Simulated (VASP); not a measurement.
AlN: relaxation of the atoms with PBE

The system is AlN.

```
CELL_PARAMETERS angstrom
3.12989 0.00000 -0.46948
-1.56494 2.71056 0.23474
-0.75254 0.00000 4.91662
ATOMIC_POSITIONS crystal
Al 0.33333 0.66667 0.00173
Al 0.66667 0.33333 0.50173
N 0.33333 0.66667 0.38327
N 0.66667 0.33333 0.88327
```

This cell differs from its parent crystal: engineering shear strain xz -0.3000, normal strain along z -0.0200.

| Item | Value |
| --- | --- |
| Program | VASP 6.6.1 |
| Task | relaxation of the atoms |
| Functional | PBE |
| Potentials or basis | VASP PAW PBE potentials, release 64 (Al, N) |
| Cutoff | 520 eV |
| k mesh | 9 × 9 × 6 |
| Occupations | gaussian, width 0.05 eV |
| Spin | no spin polarisation |
| Dipole correction | no |
| Further INCAR settings | ALGO = Normal; EDIFF = 1e-07; IBRION = 2; EDIFFG = -0.01; NSW = 50 |

```json
{
 "Energy gained by relaxing": "61.0 meV/atom",
 "Ionic steps": "11",
 "Pressure after relaxing": "6.2 GPa",
 "Largest force after relaxing": "0.007 eV/Å",
 "Band gap on the k mesh": "2.37 eV"
}
```

Forces on the atoms (eV/Å):
```
Al  -0.003 -0.002  0.004
Al  -0.003  0.002  0.004
N    0.003 -0.004 -0.004
N    0.003  0.004 -0.004
```

Stress tensor (GPa, compression positive):
```
-11.78   0.00  31.58
  0.00   7.02   0.00
 31.58   0.00  23.30
```

Step by step:
```tsv
step	energy change (eV)	largest force (eV/Å)	pressure (GPa)
1	0.0000	2.2919	11.09
2	-0.0887	1.7405	7.06
3	-0.2298	0.3880	7.18
4	-0.2393	0.1548	6.42
5	-0.2394	0.1688	6.38
6	-0.2414	0.0819	6.16
7	-0.2417	0.1207	6.04
8	-0.2433	0.0583	6.08
9	-0.2439	0.0309	6.12
10	-0.2440	0.0200	6.21
11	-0.2440	0.0066	6.18
```

Final structure:
```yaml
crystal:
  lattice:
    - [3.12989, 0.00000, -0.46948]
    - [-1.56494, 2.71056, 0.23474]
    - [-0.75254, 0.00000, 4.91662]
  atoms:
    - { symbol: Al, position: [0.35078, 0.66561, 0.00608] }
    - { symbol: Al, position: [0.68517, 0.33439, 0.50608] }
    - { symbol: N, position: [0.32633, 0.68862, 0.37892] }
    - { symbol: N, position: [0.63771, 0.31138, 0.87892] }
```

Levels at points of the mesh, in eV from the valence-band top:
| k point | band 4 | band 5 | band 6 | band 7 | band 8 | band 9 | band 10 | band 11 | band 12 |
| --- | --- | --- | --- | --- | --- | --- | --- | --- | --- |
| (0.00, 0.00, 0.00) | -2.22 | -1.79 | -1.72 | -1.20 | 0.00 | 2.37 | 5.10 | 8.07 | 9.21 |
| (0.00, 0.00, 0.50) | -4.03 | -2.06 | -2.06 | -1.13 | -1.13 | 4.32 | 4.32 | 9.29 | 9.29 |

Run time: 4.7 min on 1 thread of Intel(R) Xeon(R) Platinum 8375C CPU @ 2.90GHz (Ice Lake), on a shared host, peak memory 0.2 GiB.

Caveat: the cell differs from its parent crystal (engineering shear strain xz -0.3000, normal strain along z -0.0200). A k mesh can miss the band edges.
